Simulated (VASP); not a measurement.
# H12C5O3 in VASP: further runs, part 2 of 2

VASP 6.6.1. Earlier steps stand in the parts before.

## 3. Single point, PBEsol

Contents of INCAR:

```
SYSTEM = H12C5O3
PREC = Accurate ; ENCUT = 520
EDIFF = 1E-6 ; ISMEAR = -1
SIGMA = 0.05 ; LREAL = Auto
LASPH = .TRUE. ; NELM = 100
ALGO = Normal ; ISIF = 2
LWAVE = .FALSE. ; LCHARG = .FALSE.
GGA = PS ; NBANDS = 76
```

Contents of KPOINTS:

```
Automatic mesh
0
G
  1 1 1
  0 0 0
```

Contents of POSCAR:

```
H12C5O3
1.0
    8.1932130000      0.0000000000      0.0000000000
    0.0000000000      8.1932130000      0.0000000000
    0.0000000000      0.0000000000      8.1932130000
C H O
10 24 6
Direct
    0.8804482442      1.0615249475      0.8404029042
    0.9026861623      0.8811805576      0.8131364338
    0.3910309667      1.0285220218      0.8708061172
    0.4627610682      0.8888210278      0.7654384184
    0.8573925760      0.4456981651      0.3273319026
    0.3730648770      0.3775686046      0.0474905266
    0.5506752967      0.2277738904      0.5294382070
    0.0746715605      0.8156995308      0.3182390108
    0.5020863000      0.7764719409      0.1999703901
    0.8647523261      0.4829485087      0.8698419045
    0.8818518449      1.1191458101      0.7234280373
    0.7584082093      1.0945522837      0.8845247890
    0.9688384764      1.0987874964      0.9380324910
    0.8707450911      0.8227053294      0.9378494127
    0.8245239078      0.8377787810      0.7013976080
    1.0230174658      0.8481776319      0.7834533290
    0.3330317422      1.1302769744      0.7991370418
    0.3100493054      0.9622842711      0.9465395322
    0.4854749901      1.0768058880      0.9454166516
    0.5761475992      0.8285150160      0.8191414040
    0.3827924405      0.7815737245      0.7385747203
    0.4980829865      0.9394971179      0.6388580402
    0.8493371282      0.3331171788      0.2481322041
    0.9621866293      0.4658367847      0.4050303587
    0.4648847772      0.2905697679      0.1047086168
    0.4281226425      0.4930910499     -0.0207000599
    0.4215318215      0.2171065246      0.5809076366
    0.6322061931      0.3202894884      0.5769165284
    0.1517475501      0.9171371475      0.2587263385
   -0.0047600374      0.7460809331      0.2240024762
    0.6170717153      0.7204133470      0.1463528411
    0.4980219604      0.9002329123      0.2698330923
    0.9666293309      0.4199939633      0.7995031986
    0.8982922817      0.5929908084      0.9442693605
    0.7396487800      0.5336856249      0.3317746042
    0.2248202262      0.3595048731      0.0534222655
    0.5679334835      0.1479273150      0.4108034296
    0.0781500493      0.7819154708      0.4654706279
    0.3735652912      0.7037898319      0.1790140205
    0.7257348247      0.4360194224      0.8557082551
```

Potentials or basis: VASP PAW PBE potentials, release 64 (C, H, O).

On the command line:

```
$ cat potpaw_PBE.64/C/POTCAR potpaw_PBE.64/H/POTCAR potpaw_PBE.64/O/POTCAR > POTCAR
$ mpirun -np 1 vasp_gam > vasp.out
```

OUTCAR:

```text
SYSTEM = H12C5O3
   PREC = Accurate
   ENCUT = 520
   EDIFF = 1E-6
   ISMEAR = -1
   LREAL = Auto
   LASPH = .TRUE.
   NELM = 100
   ISIF = 2
   GGA = PS

 ion  position               nearest neighbor table
   1  0.880  0.062  0.840-  11 1.07  12 1.10  13 1.12   2 1.51
   2  0.903  0.881  0.813-  16 1.05  14 1.16  15 1.17   1 1.51
   3  0.391  0.029  0.871-  18 1.06  19 1.06  17 1.13   4 1.55
   4  0.463  0.889  0.765-  21 1.12  20 1.14  22 1.15   3 1.55
   5  0.857  0.446  0.327-  24 1.08  23 1.13  35 1.20
   6  0.373  0.378  0.047-  25 1.14  26 1.19  36 1.22
   7  0.551  0.228  0.529-  28 1.08  27 1.14  37 1.18
   8  0.075  0.816  0.318-  29 1.15  30 1.16  38 1.24
   9  0.502  0.776  0.200-  31 1.14  32 1.16  39 1.22
  10  0.865  0.483  0.870-  34 1.12  33 1.14  40 1.21
  11  0.882  0.119  0.723-   1 1.07
  12  0.758  0.095  0.885-   1 1.10
  13  0.969  0.099  0.938-   1 1.12
  14  0.871  0.823  0.938-   2 1.16
  15  0.825  0.838  0.701-   2 1.17
  16  0.023  0.848  0.783-   2 1.05
[... 22 lines left out ...]
  39  0.374  0.704  0.179-   9 1.22
  40  0.726  0.436  0.856-  10 1.21

  LATTYP: Found a simple cubic cell.
 ALAT       =     8.1932130000

  Lattice vectors:

 A1 = (   8.1932130000,   0.0000000000,   0.0000000000)
 A2 = (   0.0000000000,   8.1932130000,   0.0000000000)
 A3 = (   0.0000000000,   0.0000000000,   8.1932130000)

Analysis of symmetry for initial positions (statically):
=====================================================================
 Subroutine PRICEL returns:
 Original cell was already a primitive cell.

 Routine SETGRP: Setting up the symmetry group for a
 simple cubic supercell.

 Subroutine GETGRP returns: Found  1 space group operations
 (whereof  1 operations were pure point group operations)
 out of a pool of 48 trial point group operations.

The static configuration has the point symmetry C_1 .

Analysis of symmetry for dynamics (positions and initial velocities):
[... 187 lines left out ...]
   LORBIT       =      0    0 simple, 1 ext, 2 COOP (PROOUT), +10 PAW based schemes
   GGA     = PS    functional components
   LHFCALC =     F    Hartree Fock is set to
   AEXX    =    0.0000 exact exchange contribution
   IVDW    =     0    specifies the selected vdW correction
   LEPSILON=     F    determine dielectric tensor
   LRPA    =     F    only Hartree local field effects (RPA)
 non-spin polarized calculation
  energy-cutoff  :      520.00
  volume of cell :      550.00
 maximum number of plane-waves:      7398
 NGX is ok and might be reduce to    64
   NGX = 31   NGY = 31   NGZ = 31

 number of electron     100.0000011 magnetization

 Free energy of the ion-electron system (eV)
  ---------------------------------------------------
  ext. energy  EPLUGINS =         0.00000000
  ---------------------------------------------------
  free energy    TOTEN  =      -215.20603094 eV

  energy without entropy =     -215.20603094  energy(sigma->0) =     -215.20603094

 E-fermi :  -1.7563     XC(G=0):  -6.0016

 val. band max:       -2.9664457740   @ k =   0.0000   0.0000   0.0000
 cond. band min:      -0.2330691601   @ k =   0.0000   0.0000   0.0000
 fundamental gap:      2.7333766139
 Fermi energy:        -1.7562686308

 k-point     1 :       0.0000    0.0000    0.0000
  band No.  band energies     occupation
      1     -24.5047      2.00000
      2     -24.1441      2.00000
      3     -24.0113      2.00000
      4     -23.7559      2.00000
      5     -23.3819      2.00000
      6     -23.3187      2.00000
[... 54 lines left out ...]
     61       3.4437      0.00000
     62       3.5284      0.00000
 [bands above 62 left out]

------------------------ aborting loop because EDIFF is reached ----------------------------------------

  FORCE on cell =-STRESS in cart. coord.  units (eV):
  Direction    XX          YY          ZZ          XY          YZ          ZX
  --------------------------------------------------------------------------------------
  -------------------------------------------------------------------------------------
  Total        2.2437746     -1.9751354     -4.4424925      0.2902076      2.8517468     -3.2068608
  in kB        6.5362263     -5.7536670    -12.9412000      0.8453891      8.3072792     -9.3417438
  external PRESSURE =      -4.0528802 kB  Pullay stress =       0.0000000 kB

 VOLUME and BASIS-vectors are now :
 -----------------------------------------------------------------------------
  energy-cutoff  :      520.00
  volume of cell :      550.00
      direct lattice vectors                 reciprocal lattice vectors
     8.193213000  0.000000000  0.000000000     0.122052240  0.000000000  0.000000000
     0.000000000  8.193213000  0.000000000     0.000000000  0.122052240  0.000000000
     0.000000000  0.000000000  8.193213000     0.000000000  0.000000000  0.122052240

 POSITION                                       TOTAL-FORCE (eV/Angst)
 -----------------------------------------------------------------------------------
      7.21370      0.50409      6.88560         0.002575     -0.422666      1.087433
      7.39590      7.21970      6.66220        -2.833872     -0.600375      0.398488
      3.20380      0.23369      7.13470         0.169069     -1.063453     -1.911025
      3.79150      7.28230      6.27140         1.187636      0.106507     -1.525263
      7.02480      3.65170      2.68190        -0.698408     -1.407207     -0.746390
      3.05660      3.09350      0.38910        -0.024929      1.483755     -0.801931
[... 32 lines left out ...]
      3.06070      5.76630      1.46670         0.090743      0.100123      0.123783
      5.94610      3.57240      7.01100        -0.732543     -0.080896      0.116595
 -----------------------------------------------------------------------------------
    total drift:                               -0.009235      0.011477      0.000725

  FREE ENERGIE OF THE ION-ELECTRON SYSTEM (eV)
  ---------------------------------------------------
  free  energy   TOTEN  =      -215.2060309363 eV

  energy  without entropy=     -215.2060309362  energy(sigma->0) =     -215.20603094
```

OSZICAR:

```text
N       E                     dE             d eps       ncg     rms          rms(c)
DAV:   1     0.707323439612E+03    0.70732E+03   -0.49424E+04   152   0.115E+03
DAV:   2    -0.140743849800E+03   -0.84807E+03   -0.81369E+03   196   0.266E+02
DAV:   3    -0.231876441635E+03   -0.91133E+02   -0.90355E+02   184   0.911E+01
DAV:   4    -0.234191366745E+03   -0.23149E+01   -0.23090E+01   200   0.162E+01
DAV:   5    -0.234227292265E+03   -0.35926E-01   -0.35908E-01   208   0.201E+00    0.253E+01
DAV:   6    -0.218216886336E+03    0.16010E+02   -0.31754E+01   168   0.191E+01    0.129E+01
DAV:   7    -0.215737234994E+03    0.24797E+01   -0.49485E+00   192   0.823E+00    0.650E+00
DAV:   8    -0.215217262471E+03    0.51997E+00   -0.10521E+00   184   0.339E+00    0.220E+00
DAV:   9    -0.215187911164E+03    0.29351E-01   -0.14286E-01   192   0.137E+00    0.550E-01
DAV:  10    -0.215196811463E+03   -0.89003E-02   -0.20758E-02   184   0.704E-01    0.260E-01
DAV:  11    -0.215204741318E+03   -0.79299E-02   -0.12594E-02   160   0.487E-01    0.957E-02
DAV:  12    -0.215205675871E+03   -0.93455E-03   -0.27605E-03   184   0.216E-01    0.570E-02
DAV:  13    -0.215205945553E+03   -0.26968E-03   -0.59702E-04   160   0.113E-01    0.330E-02
DAV:  14    -0.215206003327E+03   -0.57775E-04   -0.15711E-04   184   0.583E-02    0.206E-02
DAV:  15    -0.215206027442E+03   -0.24114E-04   -0.57693E-05   184   0.339E-02    0.789E-03
DAV:  16    -0.215206030636E+03   -0.31943E-05   -0.10780E-05   192   0.136E-02    0.548E-03
DAV:  17    -0.215206030936E+03   -0.30018E-06   -0.23113E-06   152   0.613E-03
   1 F= -.21520603E+03 E0= -.21520603E+03  d E =-.781762E-10
```

stdout:

```text
POSCAR found type information on POSCAR C H O
 POSCAR found :  3 types and      40 ions
 scaLAPACK will be used
 -----------------------------------------------------------------------------
|                                                                             |
|                                                                             |
|     You enforced a specific xc type in the INCAR file but a different       |
|     I HOPE YOU KNOW WHAT YOU ARE DOING!                                     |
|                                                                             |
 -----------------------------------------------------------------------------

 LDA part: xc-table for (Slater+PW92), standard interpolation
 POSCAR, INCAR and KPOINTS ok, starting setup
 FFT: planning ... GRIDC
 FFT: planning ... GRID_SOFT
 FFT: planning ... GRID
 WAVECAR not read
 entering main loop
```

Wall time 41 s (1 thread of Intel Xeon 6975P-C (Granite Rapids), shared host); peak memory 0.52 GiB.

Results:

- Free energy: -215.2060 eV
- Pressure: -0.4 GPa
- Largest force: 3.933 eV/Å
- Band gap on the k mesh: 2.73 eV

Forces in eV/Å, atoms in the order of the input:
```
C    0.003 -0.423  1.087
C   -2.834 -0.600  0.398
C    0.169 -1.063 -1.911
C    1.188  0.107 -1.525
C   -0.698 -1.407 -0.746
C   -0.025  1.484 -0.802
C   -3.255  1.040  1.657
C    0.258 -0.232  0.529
C   -0.498  0.458  0.076
C    0.935 -0.087 -0.581
H    0.848  1.108 -0.788
H   -0.233 -0.285  0.279
H   -0.215  0.511 -0.893
H    0.079  0.014 -1.525
H    0.718  0.185  1.782
H    1.776 -0.306 -0.319
H    0.099 -0.802  0.474
H   -1.436  0.056  1.167
H    0.884  0.698  0.727
H   -0.793  0.792 -0.306
H   -0.189  0.695  0.219
H   -0.086 -0.715  1.207
H    0.505  0.163  0.152
H    1.050  0.208  0.477
H   -0.482  0.305 -0.103
H   -0.443 -1.516  0.779
H    0.689  0.457  0.736
H    0.908  0.480  0.509
H   -0.498 -0.548  0.664
H    0.456  0.341  0.833
H   -0.245  0.604  0.460
H    0.578 -1.039 -0.593
H   -0.181  0.258  0.415
H    0.036 -0.274  0.031
O   -0.778  0.985  0.115
O    0.803 -0.247  0.154
O    1.685 -1.853 -3.033
O   -0.136  0.431 -2.043
O    0.091  0.100  0.124
O   -0.733 -0.081  0.117
```

Caveat: the k points lie up to 0.77 Å⁻¹ apart; the PAW data sets were made with another functional, which shifts forces and pressure a little.

## 4. Relaxation of the atoms, PBEsol

Contents of INCAR:

```
SYSTEM = H12C5O3
PREC = Accurate
ENCUT = 520
EDIFF = 1E-7
ISMEAR = -1
SIGMA = 0.05
LREAL = Auto
LASPH = .True.
NELM = 60
ALGO = Normal
ISIF = 2
LWAVE = .False.
LCHARG = .False.
GGA = PS
IBRION = 2
NSW = 35
EDIFFG = -0.3
```

Contents of KPOINTS:

```
Automatic mesh
0
Gamma
  1 1 1
  0 0 0
```

Contents of POSCAR:

```
H12C5O3
1.0
    8.1932130000      0.0000000000      0.0000000000
    0.0000000000      8.1932130000      0.0000000000
    0.0000000000      0.0000000000      8.1932130000
C H O
10 24 6
Direct
    0.9058721000      1.0402160000      0.7792433000
    0.8799410000      0.8567401000      0.7960355000
    0.3694102000      0.9701911000      0.9068518000
    0.4318104000      0.8623277000      0.7686870000
    0.8844907000      0.4369740000      0.3068990000
    0.3650945000      0.3727109000      0.1000839000
    0.5522402000      0.2117149000      0.5333863000
    0.0661881000      0.8331142000      0.3173471000
    0.5701274000      0.7750667000      0.2250501000
    0.8772467000      0.4263499000      0.8909523000
    0.9024404000      1.0778863000      0.6513348000
    0.8113770000      1.1084032000      0.8441480000
    1.0239572000      1.0769901000      0.8291932000
    0.8833727000      0.8190698000      0.9239440000
    0.7618559000      0.8199660000      0.7460856000
    0.9744361000      0.7885529000      0.7311308000
    0.3194079000      1.0845840000      0.8598898000
    0.2730131000      0.9091239000      0.9759156000
    0.4673007000      1.0007168000      0.9921575000
    0.4818127000      0.7479348000      0.8156491000
    0.3339199000      0.8318020000      0.6833814000
    0.5282075000      0.9233949000      0.6996232000
    0.9466662000      0.4791978000      0.1950953000
    0.9641161000      0.3825715000      0.4009675000
    0.4268674000      0.3995997000      0.2167450000
    0.4163981000      0.4336826000     -0.0085398000
    0.4341229000      0.2492612000      0.5861811000
    0.6441528000      0.1676021000      0.6214478000
    0.0736180000      0.9481559000      0.2476411000
    0.0612556000      0.7204369000      0.2436708000
    0.6539656000      0.7166588000      0.3128475000
    0.5797639000      0.9090951000      0.2154469000
    0.9484276000      0.3871345000      0.9983960000
    0.9258826000      0.5329334000      0.8244451000
    0.7372579000      0.4496192000      0.3253137000
    0.2476865000      0.2814847000      0.0917386000
    0.5794486000      0.2185328000      0.3871340000
    0.0635951000      0.8306593000      0.4662221000
    0.4730719000      0.6965493000      0.1438605000
    0.7528400000      0.3564011000      0.8484476000
```

On the command line:

```
$ cat potpaw_PBE.64/C/POTCAR potpaw_PBE.64/H/POTCAR potpaw_PBE.64/O/POTCAR > POTCAR
$ mpirun -np 1 vasp_gam > vasp.out
```

Wall time 13 min (1 thread of Intel Xeon 6975P-C (Granite Rapids), shared host); peak memory 0.62 GiB.

The run converged. Its results:

```
Free energy                  : -216.4052 eV
Energy gained by relaxing    : 12.8 meV/atom
Ionic steps                  : 29
Pressure after relaxing      : 0.1 GPa
Largest force after relaxing : 0.258 eV/Å
Band gap on the k mesh       : 2.77 eV
```

Forces on the atoms (eV/Å):
```
C   -0.091 -0.070  0.091
C    0.086 -0.005 -0.042
C    0.021 -0.003 -0.046
C   -0.037  0.023  0.031
C   -0.097 -0.013  0.077
C    0.102  0.071  0.077
C    0.010 -0.027 -0.090
C    0.037  0.015 -0.036
C   -0.028  0.058  0.031
C   -0.088  0.001 -0.033
H   -0.016 -0.009  0.043
H    0.095  0.019 -0.082
H   -0.056 -0.051  0.007
H    0.072 -0.016 -0.053
H    0.083 -0.002  0.028
H   -0.088  0.071  0.137
H    0.013 -0.100 -0.025
H    0.049  0.068 -0.068
H   -0.064 -0.026 -0.080
H   -0.058  0.064 -0.027
H    0.037  0.043  0.067
H   -0.063 -0.028  0.027
H    0.074 -0.008 -0.029
H    0.115 -0.114  0.102
H    0.046 -0.067  0.020
H    0.062 -0.016 -0.075
H   -0.109  0.057  0.008
H    0.096  0.015  0.067
H    0.019  0.000 -0.010
H    0.029  0.065 -0.045
H   -0.023  0.105  0.017
H   -0.031  0.025  0.002
H    0.056 -0.119 -0.046
H    0.050  0.051 -0.047
O    0.065 -0.133  0.006
O   -0.252  0.055  0.012
O    0.009 -0.025  0.004
O    0.039 -0.014 -0.032
O   -0.103 -0.013  0.019
O   -0.061  0.054 -0.007
```

Stress tensor (GPa, compression positive):
```
 0.07 -0.22  0.13
-0.22  0.24 -0.16
 0.13 -0.16  0.01
```

Step by step:
| step | energy change (eV) | largest force (eV/Å) | pressure (GPa) |
| --- | --- | --- | --- |
| 1 | 0.0000 | 1.1218 | 1.15 |
| 2 | 0.6590 | 8.3605 | 2.61 |
| 3 | -0.0530 | 0.8578 | 1.36 |
| 4 | -0.0661 | 1.2944 | -0.47 |
| 5 | -0.1028 | 0.6327 | 0.36 |
| 6 | -0.1654 | 0.5151 | -0.12 |
| 7 | -0.1670 | 0.5104 | -0.20 |
| 8 | -0.2188 | 0.7012 | 0.04 |
| 9 | -0.2273 | 1.2326 | 0.18 |
| 10 | -0.2501 | 0.9670 | 0.21 |
| 11 | -0.2939 | 0.5377 | 0.30 |
| 12 | -0.2777 | 1.5695 | 0.45 |
| 13 | -0.3038 | 0.5690 | 0.36 |
| 14 | -0.3191 | 0.4574 | 0.43 |
| 15 | -0.3528 | 0.8499 | 0.62 |
| 16 | -0.3704 | 1.9661 | 0.97 |
| 17 | -0.3771 | 1.8745 | 0.94 |
| 18 | -0.3953 | 1.6022 | 0.87 |
| 19 | -0.4230 | 1.0650 | 0.71 |
| 20 | -0.4382 | 0.9355 | 0.35 |
| 21 | -0.4399 | 0.9135 | 0.44 |
| 22 | -0.4508 | 0.7189 | 0.39 |
| 23 | -0.4717 | 0.3535 | 0.25 |
| 24 | -0.4592 | 1.2852 | -0.02 |
| 25 | -0.4756 | 0.6364 | 0.16 |
| 26 | -0.4849 | 0.3607 | 0.21 |
| 27 | -0.4922 | 0.4761 | 0.32 |
| 28 | -0.5008 | 0.3482 | 0.26 |
| 29 | -0.5102 | 0.2580 | 0.11 |

Final structure:
```
CELL_PARAMETERS angstrom
8.19321 0.00000 0.00000
0.00000 8.19321 0.00000
0.00000 0.00000 8.19321
ATOMIC_POSITIONS crystal
C 0.90817 0.03521 0.78120
C 0.88394 0.85175 0.79915
C 0.36768 0.97171 0.90277
C 0.42834 0.86163 0.76583
C 0.89698 0.44832 0.31325
C 0.36175 0.37231 0.10089
C 0.54406 0.19693 0.53741
C 0.07060 0.83550 0.31209
C 0.56716 0.78089 0.22874
C 0.87414 0.43126 0.88237
H 0.90604 0.07165 0.65146
H 0.81062 0.10178 0.84611
H 0.02653 0.07579 0.83140
H 0.88537 0.81522 0.92916
H 0.76464 0.81337 0.74975
H 0.97951 0.78358 0.73264
H 0.31703 0.08828 0.85762
H 0.27178 0.91047 0.97518
H 0.46656 0.00329 0.98895
H 0.47863 0.74654 0.81508
H 0.33041 0.83027 0.67863
H 0.52730 0.92048 0.69533
H 0.96839 0.47608 0.20046
H 0.95986 0.37278 0.40678
H 0.43129 0.38848 0.21637
H 0.41919 0.42406 0.98906
H 0.43279 0.25625 0.58865
H 0.64471 0.17374 0.62559
H 0.07606 0.95430 0.24505
H 0.06411 0.72209 0.23561
H 0.65204 0.71745 0.31413
H 0.57833 0.91630 0.21539
H 0.95090 0.36809 0.97583
H 0.93181 0.53606 0.81757
O 0.75833 0.49695 0.33269
O 0.23011 0.30326 0.09688
O 0.55443 0.16016 0.39391
O 0.07213 0.82844 0.46005
O 0.46611 0.70339 0.15216
O 0.73483 0.38928 0.85288
```

Levels at points of the mesh, in eV from the valence-band top:
```
           k point  band 46  band 47  band 48  band 49  band 50  band 51  band 52  band 53  band 54  band 55
(0.00, 0.00, 0.00)    -0.58    -0.40    -0.30    -0.22     0.00     2.77     2.89     3.02     3.15     3.32
```

Caveat: the k points lie up to 0.77 Å⁻¹ apart; the PAW data sets were made with another functional, which shifts forces and pressure a little; the relaxation stopped at a loose force limit of 0.3 eV/Å, so its end isn't a converged minimum.
